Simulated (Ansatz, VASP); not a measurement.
**Two plane-wave programs on BP**

```
P B
1.0
     0.00000    2.22268    2.22268
     2.22268    0.00000    2.22268
     2.22268    2.22268    0.00000
P B
1 1
Direct
  0.75000 0.75000 0.75000
  0.00000 0.00000 0.00000
```

Alike in both runs: task single point; functional revPBE; k mesh 10 × 10 × 10; occupations fermi-dirac, width 0.05 eV; no spin polarisation.

|  | VASP | Ansatz |
| --- | --- | --- |
| version | VASP 6.6.1 | Ansatz 0.2.0 |
| potentials or method | VASP PAW PBE potentials, release 64 (P, B) | Ansatz PAW |
| plane-wave cutoff (eV) | 520 | 420 |
| valence electrons in the cell | 8 | 8 |

Ansatz gave:

- gap on the k mesh at the Fermi level (eV): 1.17
- least direct gap on the mesh (eV): 3.50
- pressure (GPa): 15.0

Task: Estimate VASP's values.

Result: gap on the k mesh at the Fermi level (eV): 1.15; least direct gap on the mesh (eV): 3.49; pressure (GPa): 14.5.

VASP's potentials were made for PBE, not for revPBE.
